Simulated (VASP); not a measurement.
A run of VASP 6.6.1 is set up as follows.

File INCAR:

```
PREC     = Accurate       # precision mode
ENCUT    = 560            # plane-wave cutoff, eV
EDIFF    = 1E-6           # SCF threshold, eV
ISMEAR   = 0              # smearing method
SIGMA    = 0.1            # smearing width, eV
LREAL    = F              # projectors in reciprocal space
LASPH    = T              # aspherical terms in the spheres
NELM     = 120            # most SCF steps
ALGO     = Normal         # electronic algorithm
ISIF     = 2              # what is computed and relaxed
LWAVE    = F              # write WAVECAR
LCHARG   = T              # write CHGCAR
GGA      = PE             # functional
LELF     = T              # ELF
LVHAR    = T            
NBANDS   = 25             # bands
GGA_COMPAT= F
```

The input KPOINTS:

```
regular mesh
0
Gamma
  6 6 4
```

File POSCAR:

```
Ba2Ru
1.0
    3.9975793100      0.0000000000      0.0000000000
   -1.9987896500      3.4620052300      0.0000000000
    0.0000000000      0.0000000000      5.5423107100
Ba Ru
2 1
Direct
    0.3333333300      0.6666666700      0.2419167500
    0.6666666700      0.3333333300      0.7580832500
    0.0000000000      0.0000000000      0.0000000000
```

Potentials or basis: VASP PAW PBE potentials, release 64 (Ba_sv, Ru_sv).

Command:

```bash
$ cat potpaw_PBE.64/Ba_sv/POTCAR potpaw_PBE.64/Ru_sv/POTCAR > POTCAR
$ mpirun -np 1 vasp_std > vasp.out
```

Task: Predict the pressure.

Result: 25.1 GPa.

Task: Estimate the largest force.

Result: 2.247 eV/Å.

Task: Estimate the band gap on the k mesh.

Result: Zero (bands 18 and 19 overlap by 2.14 eV).

Stress tensor (GPa, compression positive):
```
26.54  0.00  0.00
 0.00 26.54  0.00
 0.00  0.00 22.08
```

Caveat: the cell stands under pressure; spin-orbit coupling is left out, which moves the levels of the heavy elements; forces of over 1 eV/Å act on the atoms, so gaps and moduli don't describe the material at rest.
